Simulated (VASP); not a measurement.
Set up this calculation in VASP 6.6.1, as the native input.

```
Task                   : single point
Functional             : PBE
Potentials or basis    : VASP PAW PBE potentials, release 64 (Al, Ga_d, Sb)
Cutoff                 : 520 eV
k mesh                 : 6 × 6 × 1
Occupations            : gaussian, width 0.1 eV
Spin                   : no spin polarisation
Dipole correction      : no
Further INCAR settings : ALGO = Normal; EDIFF = 1e-06; NBANDS = 56
```

The structure of AlGa2Sb3 lies in POSCAR:

```
AlGa2Sb3
1.0
    4.3826487000      0.0000000000      0.0000000000
   -2.1913243000      3.7954851000      0.0000000000
    0.0000000000      0.0000000000     21.6654728000
Al Ga Sb
2 4 6
Direct
    0.6666667000      0.3333333000      0.8332010000
    0.3333333000      0.6666667000      0.3332010000
    0.6666667000      0.3333333000      0.1667670000
    0.6666667000      0.3333333000      0.5003720000
    0.3333333000      0.6666667000      0.0003720000
    0.3333333000      0.6666667000      0.6667670000
    0.6666667000      0.3333333000      0.2914130000
    0.6666667000      0.3333333000      0.6249240000
    0.6666667000      0.3333333000      0.9582240000
    0.3333333000      0.6666667000      0.1249240000
    0.3333333000      0.6666667000      0.4582240000
    0.3333333000      0.6666667000      0.7914130000
```

These files were run (other wordings do the same):

INCAR

```
SYSTEM = AlGa2Sb3
  PREC = Accurate
  ENCUT = 520
  EDIFF = 1E-6
  ISMEAR = 0
  SIGMA = 0.1
  LREAL = .False.
  LASPH = .True.
  NELM = 80
  ALGO = Normal
  ISIF = 2
  LWAVE = .False.
  LCHARG = .False.
  GGA = PE
  NBANDS = 56
```

KPOINTS

```
regular mesh
0
Gamma
  6 6 1
  0 0 0
```

Potentials or basis: VASP PAW PBE potentials, release 64 (Al, Ga_d, Sb).

Command:

```bash
$ cat potpaw_PBE.64/Al/POTCAR potpaw_PBE.64/Ga_d/POTCAR potpaw_PBE.64/Sb/POTCAR > POTCAR
$ mpirun -np 1 vasp_std > vasp.out
```

It gave:

```json
{
  "Pressure": "0.2 GPa",
  "Largest force": "0.015 eV/Å",
  "Band gap on the k mesh": "0.04 eV"
}
```

Caveat: the smearing spreads over this small gap; semilocal functionals underestimate gaps, and a narrow one can read as zero; spin-orbit coupling is left out, which moves the levels of the heavy elements.

Run time: 2.2 min on 1 thread of Intel(R) Xeon(R) 6975P-C (Granite Rapids), on a shared host, peak memory 0.55 GiB.
